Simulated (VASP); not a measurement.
A run of VASP 6.6.1:

File INCAR:

```
SYSTEM = Ta
ALGO = Normal
EDIFF = 1E-6
EDIFFG = -0.02
ENCUT = 600
GGA = CA
IBRION = 2
ISIF = 3
ISMEAR = -1
LASPH = .TRUE.
LCHARG = .FALSE.
LREAL = .FALSE.
LWAVE = .FALSE.
NELM = 100
NSW = 80
PREC = Accurate
SIGMA = 0.1
```

Contents of KPOINTS:

```
k-points
0
G
  9 9 9
  0 0 0
```

POSCAR

```
Ta
1.0
   -1.6512800000      1.6512800000      1.6512800000
    1.6512800000     -1.6512800000      1.6512800000
    1.6512800000      1.6512800000     -1.6512800000
Ta
1
Direct
    0.0000000000      0.0000000000      0.0000000000
```

Potentials or basis: VASP PAW LDA potentials, release 64 (Ta_pv).

Launch:

```bash
$ cat potpaw_LDA.64/Ta_pv/POTCAR > POTCAR
$ mpirun -np 1 vasp_std > vasp.out
```

Hardware: 1 thread of Intel(R) Xeon(R) 6975P-C (Granite Rapids), on a shared host.

Question: How long does it take, and how much memory?

Answer: Wall time 5.2 s on 1 thread of Intel(R) Xeon(R) 6975P-C (Granite Rapids) (shared host), peak memory 0.14 GiB. Counts: scf iterations 28, k points 35, ion steps 4.
